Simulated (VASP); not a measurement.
Input of a VASP 6.6.1 run:

Contents of INCAR:

```
ALGO     = Normal         # electronic algorithm
EDIFF    = 1E-6           # SCF threshold, eV
ENCUT    = 600            # plane-wave cutoff, eV
GGA      = PE             # functional
GGA_COMPAT= F            
ISIF     = 2              # what is computed and relaxed
ISMEAR   = 0              # smearing method
ISPIN    = 2              # spin polarisation
LASPH    = T              # aspherical terms in the spheres
LCHARG   = F              # write CHGCAR
LMAXMIX  = 4              # l up to which the mixer works
LORBIT   = 11             # projections on sites
LREAL    = F              # projectors in reciprocal space
LWAVE    = F              # write WAVECAR
MAGMOM   = 0.42 0 0 0     # initial moments
NBANDS   = 22             # bands
NELM     = 200            # most SCF steps
PREC     = Accurate       # precision mode
SIGMA    = 0.1            # smearing width, eV
```

File KPOINTS:

```
k-points
0
Gamma
  4 4 4
```

File POSCAR:

```
FeSi3
1.0
    4.3428507033      0.0000000000      0.0000000000
    0.0000000000      4.3428507033      0.0000000000
    0.0000000000      0.0000000000      4.3428507033
Fe Si
1 3
Direct
    0.0000000000      0.0000000000      0.0000000000
    0.5000000000      0.0000000000      0.0000000000
    0.0000000000      0.5000000000      0.0000000000
    0.0000000000      0.0000000000      0.5000000000
```

Potentials or basis: VASP PAW PBE potentials, release 64 (Fe, Si).

Command:

```sh
$ cat potpaw_PBE.64/Fe/POTCAR potpaw_PBE.64/Si/POTCAR > POTCAR
$ mpirun -np 1 vasp_std > vasp.out
```

(1) Predict the band gap on the k mesh.

(2) Predict the net moment.

Answers

(1) zero (filled and empty bands overlap).

(2) 0.00 μB per cell.

Caveat: the k points lie up to 0.36 Å⁻¹ apart.
